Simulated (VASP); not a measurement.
Zr: single point with PBEsol

The system is Zr.

```
Zr
1.0
     3.30638    0.00000    0.00000
    -1.65319    2.86341    0.00000
     0.00000    0.00000    5.31564
Zr
2
Direct
  0.33333 0.66667 0.25000
  0.66667 0.33333 0.75000
```

This cell differs from its parent crystal: volume scaled by 1.12.

- Program: VASP 6.6.1
- Task: single point
- Functional: PBEsol
- Potentials or basis: VASP PAW PBE potentials, release 64 (Zr_sv)
- Cutoff: 520 eV
- k mesh: 19 × 19 × 10
- Occupations: fermi-dirac, width 0.1 eV
- Spin: no spin polarisation

| Property | Result |
| --- | --- |
| Pressure | -9.2 GPa |
| Band gap on the k mesh | zero (band 12 reaches 8.88 eV, above the bottom of band 13 at 7.68 eV) |

Stress tensor (GPa, compression positive):
```
-9.02  0.00  0.00
 0.00 -9.02  0.00
 0.00  0.00 -9.61
```

Levels at points of the mesh, in eV from the Fermi level:
```tsv
k point	band 9	band 10	band 11	band 12	band 13	band 14	band 15	band 16
(0.00, 0.00, 0.00)	-5.49	-2.82	0.88	0.88	0.88	0.93	1.48	1.48
(0.00, 0.00, 0.50)	-3.90	-3.90	0.05	0.05	0.81	0.81	0.81	0.81
```

Wall time 3.1 min on 1 thread of Intel(R) Xeon(R) Platinum 8259CL CPU @ 2.50GHz (Skylake/Cascade Lake) (shared host), peak memory 0.31 GiB.

Caveat: the PAW data sets were made with another functional, which shifts forces and pressure a little.
